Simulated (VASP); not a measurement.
# Al in VASP: single point with LDA

Aim: the single point of Al with LDA.

Program: VASP 6.6.1. These are calculated values, not measurements. Logs are shortened: lines on timing, memory, paths and dates and some standing lists are left out, and cuts for length are marked.

### 1 The cell of the first run

The typed cell holds 1 atom: a = 2.782 Å, b = 2.782 Å, c = 3.213 Å, α = 54.73°, β = 54.73°, γ = 70.53°.

This isn't the form of Al at room conditions, which is fcc.

### 2 Single point, LDA

INCAR reads:

```
SYSTEM = Al
PREC = Accurate ; ENCUT = 520
EDIFF = 1E-7 ; ISMEAR = 0
SIGMA = 0.15 ; LREAL = .FALSE.
LASPH = .TRUE. ; NELM = 60
ALGO = Fast ; ISIF = 2
LWAVE = .FALSE. ; LCHARG = .TRUE.
GGA = CA ; LELF = .TRUE.
LVHAR = .TRUE. ; NBANDS = 8
```

KPOINTS reads:

```
Automatic mesh
0
G
  22 22 22
  0 0 0
```

POSCAR reads:

```
Al
1.0
    0.0000000000      2.2719551060      1.6062722599
    2.2719551060      0.0000000000      1.6062722599
    2.2719551060      2.2719551060      0.0000000000
Al
1
Direct
    0.0000000000      0.0000000000      0.0000000000
```

Potentials or basis: VASP PAW LDA potentials, release 64 (Al).

Launch:

```
$ cat potpaw_LDA.64/Al/POTCAR > POTCAR
$ mpirun -np 1 vasp_std > vasp.out
```

OUTCAR:

```text
SYSTEM = Al
   PREC = Accurate
   ENCUT = 520
   EDIFF = 1E-7
   ISMEAR = 0
   LREAL = .FALSE.
   LASPH = .TRUE.
   NELM = 60
   ISIF = 2
   GGA = CA

 ion  position               nearest neighbor table
   1  0.000  0.000  0.000-

  LATTYP: Found a body centered tetragonal cell.
 ALAT       =     3.2130297240
 C/A-ratio  =     0.9998489886

  Lattice vectors:

 A1 = (   0.0000000000,  -2.2719551060,  -1.6062722599)
 A2 = (   0.0000000000,   2.2719551060,  -1.6062722599)
 A3 = (   2.2719551060,   0.0000000000,   1.6062722599)

Analysis of symmetry for initial positions (statically):
=====================================================================
 Subroutine PRICEL returns:
 Original cell was already a primitive cell.

 Routine SETGRP: Setting up the symmetry group for a
 body centered tetragonal supercell.

 Subroutine GETGRP returns: Found 16 space group operations
 (whereof 16 operations were pure point group operations)
 out of a pool of 16 trial point group operations.

The static configuration has the point symmetry D_4h.

Analysis of symmetry for dynamics (positions and initial velocities):
=====================================================================
 Subroutine PRICEL returns:
 Original cell was already a primitive cell.

 Routine SETGRP: Setting up the symmetry group for a
 body centered tetragonal supercell.

 Subroutine GETGRP returns: Found 16 space group operations
 (whereof 16 operations were pure point group operations)
 out of a pool of 16 trial point group operations.

The dynamic configuration has the point symmetry D_4h.

 Subroutine INISYM returns: Found 16 space group operations
 (whereof 16 operations are pure point group operations),
 and found     1 'primitive' translations

----------------------------------------------------------------------------------------

                                     Primitive cell

  volume of cell :      16.5824

  direct lattice vectors                    reciprocal lattice vectors
     0.000000000  2.271955106  1.606272260    -0.220074771  0.220074771  0.311279733
     2.271955106  0.000000000  1.606272260     0.220074771 -0.220074771  0.311279733
     2.271955106  2.271955106  0.000000000     0.220074771  0.220074771 -0.311279733

  length of vectors
     2.782425305  2.782425305  3.213029724     0.440182782  0.440182782  0.440182782

  position of ions in fractional coordinates (direct lattice)
     0.000000000  0.000000000  0.000000000

  ion indices of the primitive-cell ions
   primitive index   ion index
                 1           1

----------------------------------------------------------------------------------------

 KPOINTS: Automatic mesh

Automatic generation of k-mesh.
 Grid dimensions read from file:
 generate k-points for:   22   22   22

 Generating k-lattice:

  Cartesian coordinates                     Fractional coordinates (reciprocal lattice)
    -0.010003399  0.010003399  0.014149079     0.045454545  0.000000000  0.000000000
     0.010003399 -0.010003399  0.014149079     0.000000000  0.045454545  0.000000000
     0.010003399  0.010003399 -0.014149079     0.000000000  0.000000000  0.045454545

  Length of vectors
     0.020008308  0.020008308  0.020008308

  Shift w.r.t. Gamma in fractional coordinates (k-lattice)
     0.000000000  0.000000000  0.000000000

 Subroutine IBZKPT returns following result:
 ===========================================

 Found    834 irreducible k-points:

 Following reciprocal coordinates:
            Coordinates               Weight
  0.000000  0.000000  0.000000      1.000000
  0.045455 -0.000000  0.000000      8.000000
  0.090909 -0.000000  0.000000      8.000000
  0.136364 -0.000000  0.000000      8.000000
  0.181818 -0.000000  0.000000      8.000000
  0.227273  0.000000  0.000000      8.000000
[... 16 lines left out ...]
  0.500000  0.045455  0.000000      8.000000
 -0.454545  0.045455  0.000000      8.000000
 [... further k-points ...]
   k-points           NKPTS =    834   k-points in BZ     NKDIM =    834   number of bands    NBANDS=      8
   number of dos      NEDOS =    301   number of ions     NIONS =      1
   total plane-waves  NPLWV =  13824
   dimension x,y,z NGX =    24 NGY =   24 NGZ =   24
   dimension x,y,z NGXF=    48 NGYF=   48 NGZF=   48
   ions per type =               1
   NGX,Y,Z   is equivalent  to a cutoff of  14.34, 14.34, 12.42 a.u.
   NGXF,Y,Z  is equivalent  to a cutoff of  28.68, 28.68, 24.84 a.u.
 SYSTEM =  Al
   PREC   = accura    normal or accurate (medium, high low for compatibility)
   ISTART =      0    job   : 0-new  1-cont  2-samecut
   ICHARG =      2    charge: 1-file 2-atom 10-const
   ISPIN  =      1    spin polarized calculation?
   LNONCOLLINEAR =      F non collinear calculations
   LSORBIT =      F    spin-orbit coupling
   LASPH  =      T    aspherical Exc in radial PAW
   ENCUT  =  520.0 eV  38.22 Ry    6.18 a.u.   5.17  5.17  5.97*2*pi/ulx,y,z
   NELM   =     60;   NELMIN=  2; NELMDL= -5     # of ELM steps
   EDIFF  = 0.1E-06   stopping-criterion for ELM
   LREAL  =      F    real-space projection
   EDIFFG = 0.1E-05   stopping-criterion for IOM
   NSW    =      0    number of steps for IOM
   IBRION =     -1    ionic relax: 0-MD 1-quasi-New 2-CG
   NFREE  =      0    steps in history (QN), initial steepest desc. (CG)
   ISIF   =      2    stress and relaxation
   ISYM   =      2    0-nonsym 1-usesym 2-fastsym
   POTIM  = 0.5000    time-step for ionic-motion
   TEBEG  =    0.0;   TEEND  =   0.0 temperature during run
   PSTRESS=    0.0 pullay stress
   NELECT =       3.0000    total number of electrons
   NUPDOWN=      -1.0000    fix difference up-down
   EMIN   =  10.00;   EMAX   =-10.00  energy-range for DOS
   EFERMI =   0.00;   METHOD = LEGACY
   ISMEAR =     0;   SIGMA  =   0.15  broadening in eV -4-tet -1-fermi 0-gaus
   EFERMI_NEDOS =   21; number of points for ismear=-14 and -15
   IALGO  =     68    algorithm
   IMIX   =      4    mixing-type and parameters
     AMIX     =   0.40;   BMIX     =  1.00
     AMIX_MAG =   1.60;   BMIX_MAG =  1.00
  volume/ion in A,a.u.               =      16.58       111.90
  Fermi-wavevector in a.u.,A,eV,Ry     =   0.925903  1.749704 11.664236  0.857297
  Thomas-Fermi vector in A             =   2.051808
   LORBIT       =      0    0 simple, 1 ext, 2 COOP (PROOUT), +10 PAW based schemes
   GGA     = CA    functional components
   LHFCALC =     F    Hartree Fock is set to
   AEXX    =    0.0000 exact exchange contribution
   IVDW    =     0    specifies the selected vdW correction
   LEPSILON=     F    determine dielectric tensor
   LRPA    =     F    only Hartree local field effects (RPA)
 non-spin polarized calculation
 RMM-DIIS sequential band-by-band and
 Gauss-broadening in eV      SIGMA  =   0.15
  energy-cutoff  :      520.00
  volume of cell :       16.58
 maximum number of plane-waves:       466
 NGX is ok and might be reduce to    24
   NGX = 11   NGY = 11   NGZ = 11

 number of electron       3.0000000 magnetization

 Free energy of the ion-electron system (eV)
  ---------------------------------------------------
  ext. energy  EPLUGINS =         0.00000000
  ---------------------------------------------------
  free energy    TOTEN  =        -4.09275244 eV

  energy without entropy =       -4.08826058  energy(sigma->0) =       -4.09050651

 E-fermi :   7.7506     XC(G=0): -10.3288

 val. band max:        7.7434875335   @ k =  -0.4091   0.3636   0.0909
 cond. band min:       7.7829431123   @ k =  -0.4545   0.3182   0.2273
 fundamental gap:      0.0394555788
 Fermi energy:         7.7505504072

 k-point     1 :       0.0000    0.0000    0.0000
  band No.  band energies     occupation
      1      -3.3211      2.00000
      2      20.9031      0.00000
      3      20.9066      0.00000
      4      20.9066      0.00000
      5      22.0945      0.00000
      6      22.0945      0.00000
      7      22.0959      0.00000
      8      23.9847      0.00000

 k-point     2 :       0.0455   -0.0000    0.0000
  band No.  band energies     occupation
      1      -3.2619      2.00000
      2      20.0360      0.00000
      3      20.3372      0.00000
      4      20.6602      0.00000
      5      21.8755      0.00000
      6      22.5283      0.00000
      7      22.7601      0.00000
      8      23.3963      0.00000

 k-point     3 :       0.0909   -0.0000    0.0000
  band No.  band energies     occupation
      1      -3.0846      2.00000
      2      18.4136      0.00000
      3      19.5032      0.00000
      4      20.0698      0.00000
      5      21.3335      0.00000
      6      22.5236      0.00000
      7      23.1865      0.00000
      8      23.8893      0.00000

 k-point     4 :       0.1364   -0.0000    0.0000
  band No.  band energies     occupation
      1      -2.7896      2.00000
      2      16.5829      0.00000
      3      18.7203      0.00000
      4      19.3516      0.00000
      5      20.6703      0.00000
      6      21.8691      0.00000
      7      23.7228      0.00000
      8      24.2153      0.00000

 k-point     5 :       0.1818   -0.0000    0.0000
  band No.  band energies     occupation
      1      -2.3777      2.00000
      2      14.7198      0.00000
      3      18.0221      0.00000
      4      18.6305      0.00000
      5      20.0074      0.00000
      6      21.2690      0.00000
      7      24.3029      0.00000
      8      24.5133      0.00000

 k-point     6 :       0.2273    0.0000    0.0000
  band No.  band energies     occupation
      1      -1.8497      2.00000
      2      12.8939      0.00000
      3      17.4155      0.00000
      4      17.9643      0.00000
      5      19.3987      0.00000
      6      20.7233      0.00000
      7      24.9119      0.00000
      8      24.9420      0.00000

 k-point     7 :       0.2727    0.0000    0.0000
  band No.  band energies     occupation
      1      -1.2071      2.00000
      2      11.1347      0.00000
      3      16.9024      0.00000
      4      17.3802      0.00000
      5      18.8677      0.00000
      6      20.2372      0.00000
      7      25.4030      0.00000
      8      25.6547      0.00000
[... 133 lines left out ...]
 k-point    20 :       0.3636    0.0455    0.0000
  band No.  band energies     occupation
      1       0.4733      2.00000
      2       7.9227      0.10450
      3      15.2228      0.00000
      4      17.5014      0.00000
      5      17.5470      0.00000
      6      20.0608      0.00000
      7      25.0337      0.00000
      8      28.6169      0.00000

 k-point    21 :       0.4091    0.0455    0.0000
  band No.  band energies     occupation
      1       1.4486      2.00000
      2       6.4316      2.00000
      3      14.9695      0.00000
      4      17.2426      0.00000
      5      17.2917      0.00000
      6      19.8457      0.00000
      7      25.8238      0.00000
      8      28.9383      0.00000

 k-point    22 :       0.4545    0.0455    0.0000
  band No.  band energies     occupation
      1       2.5268      2.00000
      2       5.0433      2.00000
      3      14.8171      0.00000
      4      17.0867      0.00000
      5      17.1381      0.00000
      6      19.7122      0.00000
      7      26.6545      0.00000
      8      28.6144      0.00000

 k-point    23 :       0.5000    0.0455    0.0000
  band No.  band energies     occupation
      1       3.5383      2.00000
      2       3.9284      2.00000
      3      14.7661      0.00000
      4      17.0345      0.00000
      5      17.0870      0.00000
      6      19.6671      0.00000
      7      27.2172      0.00000
      8      28.1489      0.00000

 k-point    24 :      -0.4545    0.0455    0.0000
  band No.  band energies     occupation
      1       2.5264      2.00000
      2       5.0437      2.00000
      3      14.8168      0.00000
      4      17.0864      0.00000
      5      17.1385      0.00000
      6      19.7126      0.00000
      7      26.6591      0.00000
      8      28.6096      0.00000

 [... further k-points ...]

------------------------ aborting loop because EDIFF is reached ----------------------------------------

  FORCE on cell =-STRESS in cart. coord.  units (eV):
  Direction    XX          YY          ZZ          XY          YZ          ZX
  --------------------------------------------------------------------------------------
  -------------------------------------------------------------------------------------
  Total       -0.1629956     -0.1629956     -0.1632512      0.0000000     -0.0000000      0.0000000
  in kB      -15.7484547    -15.7484547    -15.7731476      0.0000000     -0.0000000      0.0000000
  external PRESSURE =     -15.7566857 kB  Pullay stress =       0.0000000 kB

 VOLUME and BASIS-vectors are now :
 -----------------------------------------------------------------------------
  energy-cutoff  :      520.00
  volume of cell :       16.58
      direct lattice vectors                 reciprocal lattice vectors
     0.000000000  2.271955106  1.606272260    -0.220074771  0.220074771  0.311279733
     2.271955106  0.000000000  1.606272260     0.220074771 -0.220074771  0.311279733
     2.271955106  2.271955106  0.000000000     0.220074771  0.220074771 -0.311279733

 POSITION                                       TOTAL-FORCE (eV/Angst)
 -----------------------------------------------------------------------------------
      0.00000      0.00000      0.00000        -0.000000      0.000000      0.000000
 -----------------------------------------------------------------------------------
    total drift:                               -0.000000     -0.000000     -0.000000

  FREE ENERGIE OF THE ION-ELECTRON SYSTEM (eV)
  ---------------------------------------------------
  free  energy   TOTEN  =        -4.0927524439 eV

  energy  without entropy=       -4.0882605835  energy(sigma->0) =       -4.09050651
```

Run time: 76 s. Hardware: 1 thread of Intel Xeon 8259CL, shared host; peak memory 0.2 GiB.

Results:

```yaml
Free_energy: -4.0928 eV
Pressure: -1.6 GPa
Band_gap_on_the_k_mesh: zero (an odd number of electrons rules out a gap without spin polarisation)
```
